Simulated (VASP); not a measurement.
Input of a VASP 6.6.1 run:

File INCAR:

```
SYSTEM = NiGe
PREC     = Accurate       ! precision mode
ENCUT    = 520            ! plane-wave cutoff, eV
EDIFF    = 1E-6           ! SCF threshold, eV
ISMEAR   = 0              ! smearing method
SIGMA    = 0.1            ! smearing width, eV
LREAL    = .FALSE.        ! projectors in reciprocal space
LASPH    = .TRUE.         ! aspherical terms in the spheres
NELM     = 80             ! most SCF steps
ALGO     = Normal         ! electronic algorithm
ISIF     = 2              ! what is computed and relaxed
LWAVE    = .FALSE.        ! write WAVECAR
LCHARG   = .FALSE.        ! write CHGCAR
GGA      = PS             ! functional
NBANDS   = 58             ! bands
```

File KPOINTS:

```
regular mesh
0
G
  10 7 6
  0 0 0
```

The input POSCAR:

```
NiGe
1.0
    3.4400167570      0.0000000000      0.0000000000
    0.0000000000      5.3107948293      0.0000000000
    0.0000000000      0.0000000000      5.7392574779
Ni Ge
4 4
Direct
    0.2500000000      0.9929865330      0.1888713147
    0.7500000000      0.0070134670      0.8111286853
    0.7500000000      0.5070134670      0.6888713147
    0.2500000000      0.4929865330      0.3111286853
    0.2500000000      0.8116425483      0.5883967028
    0.7500000000      0.1883574517      0.4116032972
    0.7500000000      0.6883574517      0.0883967028
    0.2500000000      0.3116425483      0.9116032972
```

Potentials or basis: VASP PAW PBE potentials, release 64 (Ni, Ge_d).

Command:

```console
$ cat potpaw_PBE.64/Ni/POTCAR potpaw_PBE.64/Ge_d/POTCAR > POTCAR
$ mpirun -np 1 vasp_std > vasp.out
```

What does it give for the band gap on the k mesh?

Zero (bands 48 and 49 overlap by 1.86 eV).

Estimate the largest force.

0.007 eV/Å.

Predict the pressure.

0.2 GPa.

Forces in eV/Å, atoms in the order of the input:
```
Ni   0.000 -0.004  0.005
Ni   0.000  0.004 -0.005
Ni   0.000  0.004  0.005
Ni   0.000 -0.004 -0.005
Ge   0.000 -0.005  0.002
Ge   0.000  0.005 -0.002
Ge   0.000  0.005  0.002
Ge   0.000 -0.005 -0.002
```

Caveat: the PAW data sets were made with another functional, which shifts forces and pressure a little. Spin polarisation is off, so any magnetic state and its effect on volume and gap are missing.
